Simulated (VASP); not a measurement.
Here is a VASP 6.6.1 calculation.

INCAR

```
PREC = Accurate
ENCUT = 520
EDIFF = 1E-7
ISMEAR = 0
SIGMA = 0.1
LREAL = F
LASPH = T
NELM = 80
ALGO = Normal
ISIF = 2
LWAVE = F
LCHARG = F
GGA = PE
NBANDS = 16
```

Contents of KPOINTS:

```
Automatic mesh
0
Gamma
  18 18 18
```

The input POSCAR:

```
GaSi
1.0
    0.0000000000      2.8274676453      2.8274676453
    2.8274676453      0.0000000000      2.8274676453
    2.8274676453      2.8274676453      0.0000000000
Ga Si
1 1
Direct
    0.0000000000      0.0000000000      0.0000000000
    0.2500000000      0.2500000000      0.2500000000
```

Potentials or basis: VASP PAW PBE potentials, release 64 (Ga_d, Si).

Command:

```console
$ cat potpaw_PBE.64/Ga_d/POTCAR potpaw_PBE.64/Si/POTCAR > POTCAR
$ mpirun -np 1 vasp_std > vasp.out
```

(1) Estimate the pressure.

Answers

(1) 0.1 GPa.
